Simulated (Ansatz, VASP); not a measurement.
## Re: VASP beside Ansatz

INCAR

```
  PREC = Accurate
  ENCUT = 520
  EDIFF = 1E-6
  ISMEAR = -1
  SIGMA = 0.05
  LREAL = F
  LASPH = T
  NELM = 60
  ALGO = Fast
  ISIF = 2
  LWAVE = F
  LCHARG = F
  GGA = RP
  NBANDS = 14
```

The input KPOINTS:

```
Automatic mesh
0
Gamma
  6 6 4
```

POSCAR

```
Re
1.0
    2.7608000000      0.0000000000      0.0000000000
   -1.3804000000      2.3909229348      0.0000000000
    0.0000000000      0.0000000000      4.4582000000
Re
2
Direct
    0.6666666667      0.3333333333      0.7500000000
    0.3333333333      0.6666666667      0.2500000000
```

The input input.yaml:

```yaml
crystal:
  lattice:
    - [2.7608, 0.0, 0.0]
    - [-1.3804, 2.3909229348, 0.0]
    - [0.0, 0.0, 4.4582]
  atoms:
    - { symbol: Re, position: [0.6666666667, 0.3333333333, 0.75] }
    - { symbol: Re, position: [0.3333333333, 0.6666666667, 0.25] }
hamiltonian:
  xc: rpbe
  pseudopotentials: { kind: paw }
kpoints:
  mp_grid: { grid: [6, 6, 4] }
  band_path:
    path:
      - [[0.0, 0.0, 0.0], [0.5, 0.0, 0.0], [0.3333333333, 0.3333333333, 0.0], [0.0, 0.0, 0.0], [0.0, 0.0, 0.5], [0.5, 0.0, 0.5], [0.3333333333, 0.3333333333, 0.5], [0.0, 0.0, 0.5]]
      - [[0.5, 0.0, 0.5], [0.5, 0.0, 0.0]]
      - [[0.3333333333, 0.3333333333, 0.0], [0.3333333333, 0.3333333333, 0.5]]
    npoints: 14
scf:
  occupations: { method: fermi_dirac, width: 0.05 }
  n_extra_bands: 6
output:
  forces: true
  stress: true
  eigenvalues: true
  fatbands: false
```

Alike in both runs: functional RPBE; k mesh 6 × 6 × 4; occupations fermi-dirac, width 0.05 eV; no spin polarisation.

|  | VASP | Ansatz |
| --- | --- | --- |
| version | VASP 6.6.1 | Ansatz 0.2.0 |
| potentials or method | VASP PAW PBE potentials, release 64 (Re) | Ansatz PAW |
| plane-wave cutoff (eV) | 520 | 420 |
| valence electrons in the cell | 14 | 30 |
| task | single point | band structure |

|  | VASP | Ansatz | Ansatz less VASP |
| --- | --- | --- | --- |
| gap on the k mesh at the Fermi level (eV) | none | none | - |
| pressure (GPa) | 9.8 | 10.4 | +0.56 |
| traceless stress, the component that is largest in VASP (GPa) | 1.10 | 1.22 | +0.119 |

VASP's potentials were made for PBE, not for RPBE. A gap of «none» marks a metal or a gap that the smearing closes. With one functional, cell and mesh, what is left measures potentials, basis and numerics. VASP's potentials hold 14 valence electrons a cell and Ansatz's 30, so a difference there can come from the potentials and not from the codes.

The k mesh is coarse, so the values compare programs but aren't converged. Neither program's run includes spin-orbit coupling.
